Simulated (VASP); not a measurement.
Set up this calculation in VASP 6.6.1, as the native input.

* Task: single point
* Functional: PBE
* Potentials or basis: VASP PAW PBE potentials, release 64 (B, As)
* Cutoff: 520 eV
* k mesh: 16 × 16 × 16
* Occupations: fermi-dirac, width 0.02 eV
* Spin: no spin polarisation
* Dipole correction: no
* Further INCAR settings: ALGO = Normal; EDIFF = 1e-07; NBANDS = 11

The structure of BAs lies in POSCAR:

```
BAs
1.0
    0.0000000000      2.3885000000      2.3407300000
    2.3885000000      0.0000000000      2.3407300000
    2.3885000000      2.3885000000      0.0000000000
B As
1 1
Direct
    0.0000000000      0.0000000000      0.0000000000
    0.2500000000      0.2500000000      0.2500000000
```

This cell differs from its parent crystal: z stretched by -2 %, then relaxed in part.

The input as run:

INCAR

```
PREC     = Accurate       # precision mode
ENCUT    = 520            # plane-wave cutoff, eV
EDIFF    = 1E-7           # SCF threshold, eV
ISMEAR   = -1             # smearing method
SIGMA    = 0.02           # smearing width, eV
LREAL    = F              # projectors in reciprocal space
LASPH    = T              # aspherical terms in the spheres
NELM     = 100            # most SCF steps
ALGO     = Normal         # electronic algorithm
ISIF     = 2              # what is computed and relaxed
LWAVE    = F              # write WAVECAR
LCHARG   = F              # write CHGCAR
GGA      = PE             # functional
NBANDS   = 11             # bands
```

KPOINTS

```
regular mesh
0
Gamma
  16 16 16
```

Potentials or basis: VASP PAW PBE potentials, release 64 (B, As).

The run is started by

```console
$ cat potpaw_PBE.64/B/POTCAR potpaw_PBE.64/As/POTCAR > POTCAR
$ mpirun -np 1 vasp_std > vasp.out
```

It gave:

```
Pressure               : 6.5 GPa
Band gap on the k mesh : 0.86 eV, indirect (least direct gap 3.09 eV)
```

Caveat: the cell differs from its parent crystal (z stretched by -2 %, then relaxed in part).

It took 2.5 min on 1 thread of Intel(R) Xeon(R) Platinum 8259CL CPU @ 2.50GHz (Skylake/Cascade Lake), with other jobs on the host, peak memory 0.24 GiB.
